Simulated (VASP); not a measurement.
# FeBi (Fm-3m) in VASP: single point with PBE

Aim: the single point of FeBi with PBE.

Everything below comes from runs of VASP 6.6.1. Logs are shortened: lines on timing, memory, paths and dates and some standing lists are left out, and cuts for length are marked.

## Step 1: The cell of the first run

Symmetry: Fm-3m, No. 225, cubic system. The conventional cell has a = 5.627 Å, b = 5.627 Å, c = 5.627 Å, α = 90.00°, β = 90.00°, γ = 90.00°. Fe (site symmetry m-3m) has 6 Bi at 2.81 Å within 3.7 Å. Within 3.7 Å of Bi (site symmetry m-3m) lie 6 Fe at 2.81 Å.

## Step 2: Single point, PBE, collinear spin, ferromagnetic start (22.27 Å³/atom)

Input file INCAR:

```
PREC = Accurate ; ENCUT = 690
EDIFF = 1E-6 ; ISMEAR = 0
SIGMA = 0.05 ; LREAL = False
LASPH = True ; NELM = 200
ALGO = Normal ; ISIF = 2
LWAVE = False ; LCHARG = False
ISPIN = 2 ; MAGMOM = 2.93 0
LORBIT = 11 ; LMAXMIX = 4
GGA = PE ; NBANDS = 26
GGA_COMPAT = False
```

Input file KPOINTS:

```
regular mesh
0
Gamma
  10 10 10
```

Input file POSCAR:

```
FeBi
1.0
    0.0000000000      2.8133204613      2.8133204613
    2.8133204613      0.0000000000      2.8133204613
    2.8133204613      2.8133204613      0.0000000000
Fe Bi
1 1
Direct
    0.5000000000      0.5000000000      0.5000000000
    0.0000000000      0.0000000000      0.0000000000
```

Potentials or basis: VASP PAW PBE potentials, release 64 (Fe_sv, Bi_d).

Launch:

```
$ cat potpaw_PBE.64/Fe_sv/POTCAR potpaw_PBE.64/Bi_d/POTCAR > POTCAR
$ mpirun -np 1 vasp_std > vasp.out
```

OUTCAR:

```text
PREC = Accurate
   ENCUT = 690
   EDIFF = 1E-6
   ISMEAR = 0
   LREAL = False
   LASPH = True
   NELM = 200
   ISIF = 2
   ISPIN = 2
   LORBIT = 11
   GGA = PE

 ion  position               nearest neighbor table
   1  0.500  0.500  0.500-   2 2.81   2 2.81   2 2.81   2 2.81   2 2.81   2 2.81
   2  0.000  0.000  0.000-   1 2.81   1 2.81   1 2.81   1 2.81   1 2.81   1 2.81

  LATTYP: Found a face centered cubic cell.
 ALAT       =     5.6266409226

  Lattice vectors:

 A1 = (   0.0000000000,   2.8133204613,   2.8133204613)
 A2 = (   2.8133204613,   0.0000000000,   2.8133204613)
 A3 = (   2.8133204613,   2.8133204613,   0.0000000000)

Analysis of symmetry for initial positions (statically):
=====================================================================
 Subroutine PRICEL returns:
 Original cell was already a primitive cell.

 Routine SETGRP: Setting up the symmetry group for a
 face centered cubic supercell.

 Subroutine GETGRP returns: Found 48 space group operations
 (whereof 48 operations were pure point group operations)
 out of a pool of 48 trial point group operations.

The static configuration has the point symmetry O_h .

Analysis of symmetry for dynamics (positions and initial velocities):
=====================================================================
 Subroutine PRICEL returns:
 Original cell was already a primitive cell.

 Routine SETGRP: Setting up the symmetry group for a
 face centered cubic supercell.

 Subroutine GETGRP returns: Found 48 space group operations
 (whereof 48 operations were pure point group operations)
 out of a pool of 48 trial point group operations.

The dynamic configuration has the point symmetry O_h .

Analysis of structural, dynamic, and magnetic symmetry:
=====================================================================
 Subroutine PRICEL returns:
 Original cell was already a primitive cell.

 Routine SETGRP: Setting up the symmetry group for a
 face centered cubic supercell.

 Subroutine GETGRP returns: Found 48 space group operations
 (whereof 48 operations were pure point group operations)
 out of a pool of 48 trial point group operations.

The overall configuration has the point symmetry O_h .

 Subroutine INISYM returns: Found 48 space group operations
 (whereof 48 operations are pure point group operations),
 and found     1 'primitive' translations

----------------------------------------------------------------------------------------

                                     Primitive cell

  volume of cell :      44.5336

  direct lattice vectors                    reciprocal lattice vectors
     0.000000000  2.813320461  2.813320461    -0.177725932  0.177725932  0.177725932
     2.813320461  0.000000000  2.813320461     0.177725932 -0.177725932  0.177725932
     2.813320461  2.813320461  0.000000000     0.177725932  0.177725932 -0.177725932

  length of vectors
     3.978635952  3.978635952  3.978635952     0.307830343  0.307830343  0.307830343

  position of ions in fractional coordinates (direct lattice)
     0.500000000  0.500000000  0.500000000
     0.000000000  0.000000000  0.000000000

  ion indices of the primitive-cell ions
   primitive index   ion index
                 1           1
                 2           2

----------------------------------------------------------------------------------------

 KPOINTS: regular mesh

Automatic generation of k-mesh.
 Grid dimensions read from file:
 generate k-points for:   10   10   10

 Generating k-lattice:

  Cartesian coordinates                     Fractional coordinates (reciprocal lattice)
    -0.017772593  0.017772593  0.017772593     0.100000000  0.000000000  0.000000000
     0.017772593 -0.017772593  0.017772593     0.000000000  0.100000000  0.000000000
     0.017772593  0.017772593 -0.017772593     0.000000000  0.000000000  0.100000000

  Length of vectors
     0.030783034  0.030783034  0.030783034

  Shift w.r.t. Gamma in fractional coordinates (k-lattice)
     0.000000000  0.000000000  0.000000000

 Subroutine IBZKPT returns following result:
 ===========================================

 Found     47 irreducible k-points:

 Following reciprocal coordinates:
            Coordinates               Weight
  0.000000  0.000000  0.000000      1.000000
  0.100000  0.000000  0.000000      8.000000
  0.200000  0.000000  0.000000      8.000000
  0.300000  0.000000  0.000000      8.000000
  0.400000  0.000000  0.000000      8.000000
  0.500000  0.000000  0.000000      4.000000
[... 16 lines left out ...]
  0.300000  0.300000  0.000000      6.000000
  0.400000  0.300000  0.000000     24.000000
 [... further k-points ...]
   k-points           NKPTS =     47   k-points in BZ     NKDIM =     47   number of bands    NBANDS=     26
   number of dos      NEDOS =    301   number of ions     NIONS =      2
   total plane-waves  NPLWV =  46656
   dimension x,y,z NGX =    36 NGY =   36 NGZ =   36
   dimension x,y,z NGXF=    72 NGYF=   72 NGZF=   72
   ions per type =               1   1
   NGX,Y,Z   is equivalent  to a cutoff of  15.04, 15.04, 15.04 a.u.
   NGXF,Y,Z  is equivalent  to a cutoff of  30.08, 30.08, 30.08 a.u.
 SYSTEM =  unknown system
   PREC   = accura    normal or accurate (medium, high low for compatibility)
   ISTART =      0    job   : 0-new  1-cont  2-samecut
   ICHARG =      2    charge: 1-file 2-atom 10-const
   ISPIN  =      2    spin polarized calculation?
   LNONCOLLINEAR =      F non collinear calculations
   LSORBIT =      F    spin-orbit coupling
   LASPH  =      T    aspherical Exc in radial PAW
   ENCUT  =  690.0 eV  50.71 Ry    7.12 a.u.   8.52  8.52  8.52*2*pi/ulx,y,z
   NELM   =    200;   NELMIN=  2; NELMDL= -5     # of ELM steps
   EDIFF  = 0.1E-05   stopping-criterion for ELM
   LREAL  =      F    real-space projection
   EDIFFG = 0.1E-04   stopping-criterion for IOM
   NSW    =      0    number of steps for IOM
   IBRION =     -1    ionic relax: 0-MD 1-quasi-New 2-CG
   NFREE  =      0    steps in history (QN), initial steepest desc. (CG)
   ISIF   =      2    stress and relaxation
   ISYM   =      2    0-nonsym 1-usesym 2-fastsym
   POTIM  = 0.5000    time-step for ionic-motion
   TEBEG  =    0.0;   TEEND  =   0.0 temperature during run
   PSTRESS=    0.0 pullay stress
   NELECT =      31.0000    total number of electrons
   NUPDOWN=      -1.0000    fix difference up-down
   EMIN   =  10.00;   EMAX   =-10.00  energy-range for DOS
   EFERMI =   0.00;   METHOD = LEGACY
   ISMEAR =     0;   SIGMA  =   0.05  broadening in eV -4-tet -1-fermi 0-gaus
   EFERMI_NEDOS =   21; number of points for ismear=-14 and -15
   IALGO  =     38    algorithm
   IMIX   =      4    mixing-type and parameters
     AMIX     =   0.40;   BMIX     =  1.00
     AMIX_MAG =   1.60;   BMIX_MAG =  1.00
  volume/ion in A,a.u.               =      22.27       150.26
  Fermi-wavevector in a.u.,A,eV,Ry     =   1.450885  2.741774 28.641162  2.105066
  Thomas-Fermi vector in A             =   2.568445
   LORBIT       =     11    0 simple, 1 ext, 2 COOP (PROOUT), +10 PAW based schemes
   GGA     = PE    functional components
   LHFCALC =     F    Hartree Fock is set to
   AEXX    =    0.0000 exact exchange contribution
   IVDW    =     0    specifies the selected vdW correction
   LEPSILON=     F    determine dielectric tensor
   LRPA    =     F    only Hartree local field effects (RPA)
 spin polarized calculation
 Gauss-broadening in eV      SIGMA  =   0.05
  energy-cutoff  :      690.00
  volume of cell :       44.53
 maximum number of plane-waves:      1854
 NGX is ok and might be reduce to    36
   NGX = 17   NGY = 17   NGZ = 17

 number of electron      30.9999994 magnetization       2.6539749

 Free energy of the ion-electron system (eV)
  ---------------------------------------------------
  ext. energy  EPLUGINS =         0.00000000
  ---------------------------------------------------
  free energy    TOTEN  =       -10.83621289 eV

  energy without entropy =      -10.82816723  energy(sigma->0) =      -10.83219006

 E-fermi :   8.6033     XC(G=0): -10.9849

 val. band max:        8.6028372034   @ k =  -0.4000   0.2000   0.0000
 cond. band min:       8.6106989366   @ k =  -0.4000   0.1000   0.0000
 fundamental gap:      0.0078617332
 Fermi energy:         8.6032823406

 spin component 1

 k-point     1 :       0.0000    0.0000    0.0000
  band No.  band energies     occupation
      1     -79.9850      1.00000
      2     -46.0600      1.00000
      3     -46.0600      1.00000
      4     -46.0600      1.00000
      5     -14.0980      1.00000
      6     -14.0980      1.00000
[... 18 lines left out ...]
     25      17.6799      0.00000
     26      17.6799      0.00000

 k-point     2 :       0.1000    0.0000    0.0000
  band No.  band energies     occupation
      1     -79.9850      1.00000
      2     -46.0603      1.00000
      3     -46.0601      1.00000
      4     -46.0601      1.00000
      5     -14.0971      1.00000
      6     -14.0971      1.00000
[... 18 lines left out ...]
     25      17.7977      0.00000
     26      18.8725      0.00000

 k-point     3 :       0.2000    0.0000    0.0000
  band No.  band energies     occupation
      1     -79.9850      1.00000
      2     -46.0605      1.00000
      3     -46.0602      1.00000
      4     -46.0602      1.00000
      5     -14.0958      1.00000
      6     -14.0958      1.00000
[... 572 lines left out ...]
 k-point    23 :       0.3000    0.3000    0.0000
  band No.  band energies     occupation
      1     -79.9849      1.00000
      2     -46.0611      1.00000
      3     -46.0604      1.00000
      4     -46.0604      1.00000
      5     -14.1081      1.00000
      6     -14.0824      1.00000
[... 18 lines left out ...]
     25      22.1283      0.00000
     26      22.1283      0.00000

 k-point    24 :       0.4000    0.3000    0.0000
  band No.  band energies     occupation
      1     -79.9849      1.00000
      2     -46.0611      1.00000
      3     -46.0604      1.00000
      4     -46.0604      1.00000
      5     -14.1117      1.00000
      6     -14.0801      1.00000
[... 18 lines left out ...]
     25      22.5456      0.00000
     26      23.3938      0.00000

 [... further k-points ...]

 spin component 2

 k-point     1 :       0.0000    0.0000    0.0000
  band No.  band energies     occupation
      1     -77.0629      1.00000
      2     -43.2010      1.00000
      3     -43.2010      1.00000
      4     -43.2010      1.00000
      5     -14.1070      1.00000
      6     -14.1070      1.00000
[... 18 lines left out ...]
     25      18.1416      0.00000
     26      18.1416      0.00000

 k-point     2 :       0.1000    0.0000    0.0000
  band No.  band energies     occupation
      1     -77.0628      1.00000
      2     -43.2012      1.00000
      3     -43.2010      1.00000
      4     -43.2010      1.00000
      5     -14.1062      1.00000
      6     -14.1062      1.00000
[... 18 lines left out ...]
     25      18.2248      0.00000
     26      19.1331      0.00000

 k-point     3 :       0.2000    0.0000    0.0000
  band No.  band energies     occupation
      1     -77.0628      1.00000
      2     -43.2016      1.00000
      3     -43.2012      1.00000
      4     -43.2012      1.00000
      5     -14.1050      1.00000
      6     -14.1050      1.00000
[... 572 lines left out ...]
 k-point    23 :       0.3000    0.3000    0.0000
  band No.  band energies     occupation
      1     -77.0628      1.00000
      2     -43.2023      1.00000
      3     -43.2014      1.00000
      4     -43.2014      1.00000
      5     -14.1168      1.00000
      6     -14.0913      1.00000
[... 18 lines left out ...]
     25      22.4411      0.00000
     26      22.4411      0.00000

 k-point    24 :       0.4000    0.3000    0.0000
  band No.  band energies     occupation
      1     -77.0628      1.00000
      2     -43.2023      1.00000
      3     -43.2015      1.00000
      4     -43.2015      1.00000
      5     -14.1202      1.00000
      6     -14.0891      1.00000
[... 18 lines left out ...]
     25      22.6309      0.00000
     26      23.6174      0.00000

 [... further k-points ...]

------------------------ aborting loop because EDIFF is reached ----------------------------------------

  FORCE on cell =-STRESS in cart. coord.  units (eV):
  Direction    XX          YY          ZZ          XY          YZ          ZX
  --------------------------------------------------------------------------------------
  -------------------------------------------------------------------------------------
  Total       -0.4673874     -0.4673874     -0.4673874     -0.0000000     -0.0000000      0.0000000
  in kB      -16.8151216    -16.8151216    -16.8151216     -0.0000000     -0.0000000      0.0000000
  external PRESSURE =     -16.8151216 kB  Pullay stress =       0.0000000 kB

 VOLUME and BASIS-vectors are now :
 -----------------------------------------------------------------------------
  energy-cutoff  :      690.00
  volume of cell :       44.53
      direct lattice vectors                 reciprocal lattice vectors
     0.000000000  2.813320461  2.813320461    -0.177725932  0.177725932  0.177725932
     2.813320461  0.000000000  2.813320461     0.177725932 -0.177725932  0.177725932
     2.813320461  2.813320461  0.000000000     0.177725932  0.177725932 -0.177725932

 POSITION                                       TOTAL-FORCE (eV/Angst)
 -----------------------------------------------------------------------------------
      2.81332      2.81332      2.81332         0.000000     -0.000000     -0.000000
      0.00000      0.00000      0.00000        -0.000000      0.000000      0.000000
 -----------------------------------------------------------------------------------
    total drift:                                0.000000      0.000000      0.000000

  FREE ENERGIE OF THE ION-ELECTRON SYSTEM (eV)
  ---------------------------------------------------
  free  energy   TOTEN  =       -10.8362128851 eV

  energy  without entropy=      -10.8281672282  energy(sigma->0) =      -10.83219006

 total charge

# of ion       s       p       d       tot
------------------------------------------
    1        2.143   5.982   5.624  13.749
    2        1.469   1.495   9.931  12.895
--------------------------------------------------
tot          3.612   7.477  15.555  26.644

 magnetization (x)

# of ion       s       p       d       tot
------------------------------------------
    1        0.033   0.010   2.483   2.525
    2        0.021  -0.106   0.004  -0.082
--------------------------------------------------
tot          0.053  -0.096   2.487   2.444
```

Wall time 2.1 min (1 thread of Intel Xeon Platinum 8488C (Sapphire Rapids), shared host); peak memory 0.32 GiB.

What came out:

```yaml
Free_energy: -10.8362 eV
Pressure: -1.7 GPa
Net_moment: 2.65 μB per cell
Site_moments: Fe +2.52; Bi -0.08 μB
Valence_electrons_inside_the_program's_atomic_spheres: Fe 13.75; Bi 12.89
```

Levels at points of the mesh, in eV from the Fermi level:
Spin up:
| k point | band 13 | band 14 | band 15 | band 16 | band 17 | band 18 | band 19 | band 20 | band 21 | band 22 |
| --- | --- | --- | --- | --- | --- | --- | --- | --- | --- | --- |
| (0.00, 0.00, 0.00) | -2.73 | -2.57 | -2.57 | 1.68 | 1.68 | 1.68 | 3.52 | 7.84 | 8.87 | 8.87 |
| (0.50, 0.00, 0.00) | -3.46 | -2.48 | -2.48 | -2.20 | 2.91 | 2.91 | 3.86 | 5.32 | 5.32 | 7.30 |
| (0.50, 0.50, 0.00) | -2.43 | -2.36 | -2.36 | -1.81 | -1.32 | -1.32 | 0.71 | 5.17 | 12.47 | 12.47 |
Spin down:
```csv
k point,band 10,band 11,band 12,band 13,band 14,band 15,band 16,band 17,band 18,band 19
"(0.00, 0.00, 0.00)",-12.72,-0.37,-0.37,-0.37,-0.29,-0.29,1.69,1.69,1.69,4.01
"(0.50, 0.00, 0.00)",-10.95,-5.63,-1.92,-1.92,0.04,0.04,0.20,3.80,3.80,3.94
"(0.50, 0.50, 0.00)",-10.60,-4.55,-1.29,-1.29,-1.02,-0.08,0.25,0.25,0.41,1.60
```

Caveat: spin-orbit coupling is left out, which moves the levels of the heavy elements.
